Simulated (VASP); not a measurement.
A run of VASP 6.6.1 is set up as follows.

Contents of POSCAR:

```
Ba2TeS
1.0
    4.7926763298      0.0000000000      0.0000000000
    0.0000000000      4.7926763298      0.0000000000
    0.0000000000      0.0000000000      6.7839702371
S Ba Te
1 2 1
Direct
    0.0000000000      0.0000000000      0.0000000000
    0.0000000000      0.0000000000      0.5000000000
    0.5000000000      0.5000000000      0.0000000000
    0.5000000000      0.5000000000      0.5000000000
```

INCAR.step1

```
PREC = Accurate
ENCUT = 520
EDIFF = 1E-5
ISMEAR = 0
SIGMA = 0.01
LREAL = False
LASPH = True
NELM = 100
ALGO = Normal
ISIF = 2
LWAVE = True
LCHARG = False
GGA = PE
NBANDS = 24
```

File INCAR.step2:

```
PREC = Accurate
ENCUT = 520
EDIFF = 1E-6
ISMEAR = 0
SIGMA = 0.01
LREAL = False
LASPH = True
NELM = 100
ALGO = Normal
ISIF = 2
LWAVE = False
LCHARG = False
GGA = PE
LHFCALC = True
HFSCREEN = 0.2079
PRECFOCK = Normal
ISTART = 1
NBANDS = 24
```

File KPOINTS:

```
regular mesh
0
Gamma
  2 2 2
```

Potentials or basis: VASP PAW PBE potentials, release 64 (S, Ba_sv, Te).

The run is started by

```console
$ cat potpaw_PBE.64/S/POTCAR potpaw_PBE.64/Ba_sv/POTCAR potpaw_PBE.64/Te/POTCAR > POTCAR
$ cp INCAR.step1 INCAR
$ mpirun -np 1 vasp_std > vasp.out
$ cp INCAR.step2 INCAR
$ mpirun -np 1 vasp_std > vasp.out
```

(1) Predict the band gap on the k mesh.

(2) Estimate the pressure.

## Answers

(1) 2.49 eV.

(2) 0.8 GPa.

Caveat: the k points lie up to 0.66 Å⁻¹ apart; the PAW data sets were made with another functional, which shifts forces and pressure a little; spin-orbit coupling is left out, which moves the levels of the heavy elements.
